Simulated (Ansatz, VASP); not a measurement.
Al2GaP3 in VASP and in Ansatz

File POSCAR:

```
Al2GaP3
1.0
   -1.9725712739      1.9725712739      8.3618042240
    1.9725712739     -1.9725712739      8.3618042240
    1.9725712739      1.9725712739     -8.3618042240
Al P Ga
2 3 1
Direct
    0.8335565891      0.8335565891      0.0000000000
    0.1664434109      0.1664434109      0.0000000000
    0.2500000000      0.7500000000      0.5000000000
    0.5832411642      0.0832411642      0.5000000000
    0.9167588358      0.4167588358      0.5000000000
    0.5000000000      0.5000000000      0.0000000000
```

The input INCAR.step1:

```
SYSTEM = Al2GaP3
PREC = Accurate
ENCUT = 520
ISMEAR = 0
SIGMA = 0.01
LREAL = .FALSE.
LASPH = .TRUE.
NELM = 100
NBANDS = 26
GGA = PE
ALGO = Normal
EDIFF = 1E-4
LWAVE = .TRUE.
LCHARG = .FALSE.
```

File INCAR.step2:

```
SYSTEM = Al2GaP3
PREC = Accurate
ENCUT = 520
EDIFF = 1E-6
ISMEAR = 0
SIGMA = 0.01
LREAL = .FALSE.
LASPH = .TRUE.
NELM = 100
ALGO = Normal
ISIF = 2
LWAVE = .FALSE.
LCHARG = .FALSE.
METAGGA = R2SCAN
LMIXTAU = .TRUE.
NBANDS = 26
ISTART = 1
```

File KPOINTS:

```
regular mesh
0
G
  8 8 8
  0 0 0
```

Input for Ansatz:

```yaml
crystal:
  lattice:
    - [-1.9725712739, 1.9725712739, 8.361804224]
    - [1.9725712739, -1.9725712739, 8.361804224]
    - [1.9725712739, 1.9725712739, -8.361804224]
  atoms:
    - { symbol: Al, position: [0.8335565891, 0.8335565891, 0.0] }
    - { symbol: P, position: [0.25, 0.75, 0.5] }
    - { symbol: Al, position: [0.1664434109, 0.1664434109, 0.0] }
    - { symbol: P, position: [0.5832411642, 0.0832411642, 0.5] }
    - { symbol: Ga, position: [0.5, 0.5, 0.0] }
    - { symbol: P, position: [0.9167588358, 0.4167588358, 0.5] }
kpoints:
  mp_grid: { grid: [8, 8, 8] }
hamiltonian:
  xc: r2scan
scf:
  occupations: { method: fixed }
  n_extra_bands: 5
output:
  forces: true
  stress: true
  eigenvalues: true
```

Alike in both runs: task single point; functional r2SCAN; k mesh 8 × 8 × 8; no spin polarisation.

```csv
,VASP,Ansatz
version,VASP 6.6.1,Ansatz 0.2.0
potentials or method,"VASP PAW PBE potentials, release 64 (Al, P, Ga_d)","plane waves, PAW"
plane-wave cutoff (eV),520,500
occupations,"gaussian, width 0.01 eV",fixed
valence electrons in the cell,34,34
```

VASP gave:

| Quantity | Value |
| --- | --- |
| gap on the k mesh at the Fermi level (eV) | 2.01 |
| pressure (GPa) | -4.8 |
| rms of the force components (eV/Å) | 0.017 |

**Question.** Estimate Ansatz's values.

**Answer.** gap on the k mesh at the Fermi level (eV): 2.01; pressure (GPa): -4.6; rms of the force components (eV/Å): 0.009.

VASP's potentials were made for PBE, not for r2SCAN.
